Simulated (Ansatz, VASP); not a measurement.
# Co in VASP and in Ansatz

INCAR

```
PREC     = Accurate       # precision mode
ENCUT    = 520            # plane-wave cutoff, eV
EDIFF    = 1E-7           # SCF threshold, eV
ISMEAR   = -1             # smearing method
SIGMA    = 0.05           # smearing width, eV
LREAL    = F              # projectors in reciprocal space
LASPH    = T              # aspherical terms in the spheres
NELM     = 150            # most SCF steps
ALGO     = Normal         # electronic algorithm
ISIF     = 2              # what is computed and relaxed
LWAVE    = F              # write WAVECAR
LCHARG   = F              # write CHGCAR
ISPIN    = 2              # spin polarisation
MAGMOM   = 2 2 2 2        # initial moments
LORBIT   = 11             # projections on sites
LMAXMIX  = 4              # l up to which the mixer works
GGA      = B5             # functional
ALDAX    = 1.0          
AGGAX    = 1.0          
AGGAC    = 1.0          
ALDAC    = 0.0          
IVDW     = 12             # dispersion correction
VDW_S6   = 1.0          
VDW_S8   = 2.6996       
VDW_A1   = 0.4298       
VDW_A2   = 4.2359       
NBANDS   = 30             # bands
```

Contents of KPOINTS:

```
regular mesh
0
Gamma
  12 12 4
```

POSCAR

```
Co
1.0
    2.4371717178      0.0000000000      0.0000000000
   -1.2185858589      2.1106526210      0.0000000000
    0.0000000000      0.0000000000      7.9789199430
Co
4
Direct
    0.6666666667      0.3333333333      0.7500000000
    0.0000000000      0.0000000000      0.5000000000
    0.3333333333      0.6666666667      0.2500000000
    0.0000000000      0.0000000000      0.0000000000
```

File input.yaml:

```yaml
crystal:
  lattice:
    - [2.4371717178, 0.0, 0.0]
    - [-1.2185858589, 2.110652621, 0.0]
    - [0.0, 0.0, 7.978919943]
  atoms:
    - { symbol: Co, position: [0.6666666667, 0.3333333333, 0.75], spin: 2.0 }
    - { symbol: Co, position: [0.0, 0.0, 0.5], spin: 2.0 }
    - { symbol: Co, position: [0.3333333333, 0.6666666667, 0.25], spin: 2.0 }
    - { symbol: Co, position: [0.0, 0.0, 0.0], spin: 2.0 }
hamiltonian:
  xc: blyp
  pseudopotentials: { kind: paw }
  dispersion: d3bj
magnetization:
  spin_polarized: true
kpoints:
  mp_grid: { grid: [12, 12, 4] }
scf:
  occupations: { method: fermi_dirac, width: 0.05 }
output:
  forces: true
  stress: true
  eigenvalues: true
```

Alike in both runs: task single point; functional BLYP; dispersion D3(BJ); k mesh 12 × 12 × 4; occupations fermi-dirac, width 0.05 eV; collinear spin.

```csv
,VASP,Ansatz
version,VASP 6.6.1,Ansatz 0.2.0
potentials or method,"VASP PAW PBE potentials, release 64 (Co)",Ansatz PAW
plane-wave cutoff (eV),520,420
valence electrons in the cell,36,68
```

VASP gave:

| Quantity | Value |
| --- | --- |
| gap on the k mesh at the Fermi level (eV) | none |
| pressure (GPa) | 7.3 |
| traceless stress, the component that is largest in VASP (GPa) | -2.21 |
| net moment per atom (μB) | 1.54 |
| size of the moment on the site where the two differ most (μB) | 1.55 |

Q: What did Ansatz give for the same quantities?

A: gap on the k mesh at the Fermi level (eV): none; pressure (GPa): 8.0; traceless stress, the component that is largest in VASP (GPa): -2.34; net moment per atom (μB): 1.55; size of the moment on the site where the two differ most (μB): 1.62.

VASP's potentials were made for PBE, not for BLYP. Site moments also hang on the region over which each program counts them. A gap of «none» marks a metal or a gap that the smearing closes. VASP's potentials hold 36 valence electrons a cell and Ansatz's 68, so a difference there can come from the potentials and not from the codes.
